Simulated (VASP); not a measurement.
# Ca (Fm-3m) in VASP: further runs, part 2 of 2

VASP 6.6.1.

## 3. Single point, LDA

This run uses another cell than the first one, of 37.98 Å³/atom.

File INCAR:

```
PREC     = Accurate       # precision mode
ENCUT    = 520            # plane-wave cutoff, eV
EDIFF    = 1E-7           # SCF threshold, eV
ISMEAR   = 0              # smearing method
SIGMA    = 0.1            # smearing width, eV
LREAL    = False          # projectors in reciprocal space
LASPH    = True           # aspherical terms in the spheres
NELM     = 80             # most SCF steps
ALGO     = Fast           # electronic algorithm
ISIF     = 2              # what is computed and relaxed
LWAVE    = False          # write WAVECAR
LCHARG   = False          # write CHGCAR
GGA      = CA             # functional
NBANDS   = 11             # bands
```

File KPOINTS:

```
regular mesh
0
Gamma
  18 18 18
```

File POSCAR:

```
Ca
1.0
    0.0000000000      2.6679273193      2.6679273193
    2.6679273193      0.0000000000      2.6679273193
    2.6679273193      2.6679273193      0.0000000000
Ca
1
Direct
    0.0000000000      0.0000000000      0.0000000000
```

Potentials or basis: VASP PAW LDA potentials, release 64 (Ca_sv).

Launch:

```console
$ cat potpaw_LDA.64/Ca_sv/POTCAR > POTCAR
$ mpirun -np 1 vasp_std > vasp.out
```

OUTCAR:

```text
PREC = Accurate
   ENCUT = 520
   EDIFF = 1E-7
   ISMEAR = 0
   LREAL = False
   LASPH = True
   NELM = 80
   ISIF = 2
   GGA = CA

 ion  position               nearest neighbor table
   1  0.000  0.000  0.000-

  LATTYP: Found a face centered cubic cell.
 ALAT       =     5.3358546386

  Lattice vectors:

 A1 = (   0.0000000000,   2.6679273193,   2.6679273193)
 A2 = (   2.6679273193,   0.0000000000,   2.6679273193)
 A3 = (   2.6679273193,   2.6679273193,   0.0000000000)

Analysis of symmetry for initial positions (statically):
=====================================================================
 Subroutine PRICEL returns:
 Original cell was already a primitive cell.

 Routine SETGRP: Setting up the symmetry group for a
 face centered cubic supercell.

 Subroutine GETGRP returns: Found 48 space group operations
 (whereof 48 operations were pure point group operations)
 out of a pool of 48 trial point group operations.

The static configuration has the point symmetry O_h .

Analysis of symmetry for dynamics (positions and initial velocities):
[... 167 lines left out ...]
      1     -39.1107      2.00000
      2     -20.3007      2.00000
      3     -20.3007      2.00000
      4     -20.3007      2.00000
      5      -1.9900      2.00000
      6       4.5631      0.00000
      7       4.5631      0.00000
      8       4.5631      0.00000
      9       5.7717      0.00000
     10       5.7717      0.00000
     11      11.8815      0.00000
[... 309 lines left out ...]
 k-point    24 :      -0.2222    0.0556    0.0000
  band No.  band energies     occupation
      1     -39.0990      2.00000
      2     -20.4025      2.00000
      3     -20.3212      2.00000
      4     -20.3121      2.00000
      5      -0.9082      2.00000
      6       3.6521      0.00000
      7       4.6653      0.00000
      8       4.7826      0.00000
      9       5.5797      0.00000
     10       5.9319      0.00000
     11      10.4710      0.00000

 [... further k-points ...]

------------------------ aborting loop because EDIFF is reached ----------------------------------------

  FORCE on cell =-STRESS in cart. coord.  units (eV):
  Direction    XX          YY          ZZ          XY          YZ          ZX
  --------------------------------------------------------------------------------------
  -------------------------------------------------------------------------------------
  Total        0.0032040      0.0032040      0.0032040      0.0000000      0.0000000     -0.0000000
  in kB        0.1351612      0.1351612      0.1351612      0.0000000      0.0000000     -0.0000000
  external PRESSURE =       0.1351612 kB  Pullay stress =       0.0000000 kB

 VOLUME and BASIS-vectors are now :
 -----------------------------------------------------------------------------
  energy-cutoff  :      520.00
  volume of cell :       37.98
      direct lattice vectors                 reciprocal lattice vectors
     0.000000000  2.667927319  2.667927319    -0.187411402  0.187411402  0.187411402
     2.667927319  0.000000000  2.667927319     0.187411402 -0.187411402  0.187411402
     2.667927319  2.667927319  0.000000000     0.187411402  0.187411402 -0.187411402

 POSITION                                       TOTAL-FORCE (eV/Angst)
 -----------------------------------------------------------------------------------
      0.00000      0.00000      0.00000        -0.000000     -0.000000      0.000000
 -----------------------------------------------------------------------------------
    total drift:                               -0.000000     -0.000000     -0.000000

  FREE ENERGIE OF THE ION-ELECTRON SYSTEM (eV)
  ---------------------------------------------------
  free  energy   TOTEN  =        -2.2084818117 eV

  energy  without entropy=       -2.2008871933  energy(sigma->0) =       -2.20468450
```

Run time: 51 s. Hardware: 1 thread of AMD EPYC 9R45 (Zen 5), shared host; peak memory 0.16 GiB.

Results:

```
Free energy            : -2.2085 eV
Pressure               : 0.0 GPa
Band gap on the k mesh : zero (bands 5 and 6 overlap by 0.11 eV)
```

## 4. Single point, LDA

This run uses another cell than the first one, of 37.98 Å³/atom.

File INCAR:

```
ALGO = Normal
EDIFF = 1E-6
ENCUT = 520
GGA = CA
ISIF = 2
ISMEAR = 0
LASPH = T
LCHARG = T
LELF = T
LREAL = F
LVHAR = T
LWAVE = F
NBANDS = 11
NELM = 60
PREC = Accurate
SIGMA = 0.1
```

File KPOINTS:

```
k-points
0
Gamma
  20 20 20
```

POSCAR is that of step 3.

Launch:

```console
$ cat potpaw_LDA.64/Ca_sv/POTCAR > POTCAR
$ mpirun -np 1 vasp_std > vasp.out
```

Wall time 48 s (1 thread of AMD EPYC 9R45 (Zen 5), shared host); peak memory 0.19 GiB.

Results (log left out):

| Property | Result |
| --- | --- |
| Free energy | -2.2085 eV |
| Pressure | 0.0 GPa |
| Band gap on the k mesh | zero (bands 5 and 6 overlap by 0.13 eV) |

Levels at points of the mesh, in eV from the Fermi level:
```tsv
k point	band 2	band 3	band 4	band 5	band 6	band 7	band 8	band 9
(0.00, 0.00, 0.00)	-22.53	-22.53	-22.53	-4.22	2.34	2.34	2.34	3.55
(0.50, 0.00, 0.00)	-22.74	-22.56	-22.56	-1.10	-0.02	2.21	2.21	4.33
(0.50, 0.50, 0.00)	-22.73	-22.60	-22.60	-0.61	0.41	1.20	4.32	4.54
```

## 5. Single point, LDA

This run uses another cell than the first one, of 38.17 Å³/atom.

File INCAR:

```
PREC = Accurate
ENCUT = 520
EDIFF = 1E-7
ISMEAR = -1
SIGMA = 0.15
LREAL = F
LASPH = T
NELM = 100
ALGO = Normal
ISIF = 2
LWAVE = F
LCHARG = F
NBANDS = 11
```

File KPOINTS:

```
regular mesh
0
Gamma
  20 20 20
```

File POSCAR:

```
Ca
1.0
    0.0000000000      2.6724454813      2.6724454813
    2.6724454813      0.0000000000      2.6724454813
    2.6724454813      2.6724454813      0.0000000000
Ca
1
Direct
    0.0000000000      0.0000000000      0.0000000000
```

Launch:

```console
$ cat potpaw_LDA.64/Ca_sv/POTCAR > POTCAR
$ mpirun -np 1 vasp_std > vasp.out
```

Run time: 57 s. Hardware: 1 thread of AMD EPYC 9R45 (Zen 5), shared host; peak memory 0.19 GiB.

The run converged. Its results:

```
Free energy            : -2.2513 eV
Pressure               : 0.0 GPa
Band gap on the k mesh : zero (bands 5 and 6 overlap by 0.14 eV)
```

Levels at points of the mesh, in eV from the Fermi level:
```tsv
k point	band 2	band 3	band 4	band 5	band 6	band 7	band 8	band 9
(0.00, 0.00, 0.00)	-22.50	-22.50	-22.50	-4.18	2.36	2.36	2.36	3.57
(0.50, 0.00, 0.00)	-22.71	-22.53	-22.53	-1.07	0.00	2.24	2.24	4.35
(0.50, 0.50, 0.00)	-22.69	-22.57	-22.57	-0.58	0.45	1.22	4.34	4.55
```

## 6. Relaxation of cell and atoms, LDA

File INCAR:

```
SYSTEM = Ca
PREC     = Accurate       ! precision mode
ENCUT    = 600            ! plane-wave cutoff, eV
EDIFF    = 1E-6           ! SCF threshold, eV
ISMEAR   = 0              ! smearing method
SIGMA    = 0.1            ! smearing width, eV
LREAL    = .False.        ! projectors in reciprocal space
LASPH    = .True.         ! aspherical terms in the spheres
NELM     = 60             ! most SCF steps
ALGO     = Fast           ! electronic algorithm
ISIF     = 3              ! what is computed and relaxed
LWAVE    = .False.        ! write WAVECAR
LCHARG   = .False.        ! write CHGCAR
GGA      = CA             ! functional
IBRION   = 2              ! ionic algorithm
NSW      = 100            ! ionic steps
EDIFFG   = -0.002         ! ionic threshold
```

File KPOINTS:

```
Automatic mesh
0
Gamma
  18 18 18
  0 0 0
```

File POSCAR:

```
Ca
1.0
    0.0000000000      2.8005000000      2.8005000000
    2.8005000000      0.0000000000      2.8005000000
    2.8005000000      2.8005000000      0.0000000000
Ca
1
Direct
    0.0000000000      0.0000000000      0.0000000000
```

Potentials or basis: VASP PAW LDA potentials, release 64 (Ca_sv).

Launch:

```console
$ cat potpaw_LDA.64/Ca_sv/POTCAR > POTCAR
$ mpirun -np 1 vasp_std > vasp.out
```

It took 5.2 min on 1 thread of AMD EPYC 9R45 (Zen 5), shared host; peak memory 0.22 GiB.

It converged, with:

- Free energy: -2.2089 eV
- Relaxed volume: 38.05 Å³/atom
- Relaxed cell: a = 3.776 Å, b = 3.776 Å, c = 3.776 Å, α = 60.00°, β = 60.00°, γ = 60.00°
- Space group after relaxing (to 0.1 Å): Fm-3m (No. 225)
- Energy gained by relaxing: 44.2 meV/atom
- Ionic steps: 10
- Pressure after relaxing: 0.0 GPa
- Band gap on the k mesh: zero (bands 5 and 6 overlap by 0.12 eV)

Step by step:
| step | energy change (eV) | largest force (eV/Å) | pressure (GPa) | volume (Å³) |
| --- | --- | --- | --- | --- |
| 1 | 0.0000 | 0.0000 | -2.19 | 43.93 |
| 2 | -0.0374 | 0.0000 | -0.96 | 40.22 |
| 3 | -0.0441 | 0.0000 | -0.13 | 38.33 |
| 4 | -0.0442 | 0.0000 | -0.03 | 38.07 |
| 5 | -0.0442 | 0.0000 | 0.03 | 37.95 |
| 6 | -0.0442 | 0.0000 | 0.04 | 38.00 |
| 7 | -0.0442 | 0.0000 | -0.04 | 38.15 |
| 8 | -0.0442 | 0.0000 | -0.03 | 38.08 |
| 9 | -0.0442 | 0.0000 | 0.02 | 38.04 |
| 10 | -0.0442 | 0.0000 | 0.00 | 38.05 |

Final structure:
```
CELL_PARAMETERS angstrom
0.00000 2.66968 2.66968
2.66968 0.00000 2.66968
2.66968 2.66968 0.00000
ATOMIC_POSITIONS crystal
Ca 0.00000 0.00000 0.00000
```

Levels at points of the mesh, in eV from the Fermi level:
```
           k point  band 3  band 4  band 5  band 6  band 7  band 8
(0.00, 0.00, 0.00)  -22.53  -22.53   -4.21    2.34    2.34    2.34
(0.50, 0.00, 0.00)  -22.56  -22.56   -1.09   -0.02    2.22    2.22
(0.50, 0.50, 0.00)  -22.61  -22.61   -0.61    0.42    1.20    4.32
```

## 7. Overview

| task | cell | k mesh | cutoff (eV) | smearing | gap on the mesh (eV) | pressure (GPa) |
| --- | --- | --- | --- | --- | --- | --- |
| single point | a = 3.961 Å, angles 60.0°, 1 atom | 6 × 6 × 6 | 520 | gaussian 0.1 eV | none | -2.2 |
| single point | a = 3.773 Å, angles 60.0°, 1 atom | 18 × 18 × 18 | 520 | gaussian 0.1 eV | none | 0.0 |
| single point | a = 3.773 Å, angles 60.0°, 1 atom | 20 × 20 × 20 | 520 | gaussian 0.1 eV | none | 0.0 |
| single point | a = 3.779 Å, angles 60.0°, 1 atom | 20 × 20 × 20 | 520 | fermi-dirac 0.15 eV | none | 0.0 |
| relaxation of cell and atoms | relaxed from a = 3.961 Å, angles 60.0°, 1 atom | 18 × 18 × 18 | 600 | gaussian 0.1 eV | none | 0.0 |

Alike in all rows: level LDA; potentials or basis VASP PAW LDA potentials, release 64 (Ca_sv); no spin polarisation.

Absolute energies hang on the potentials; compare differences alone.
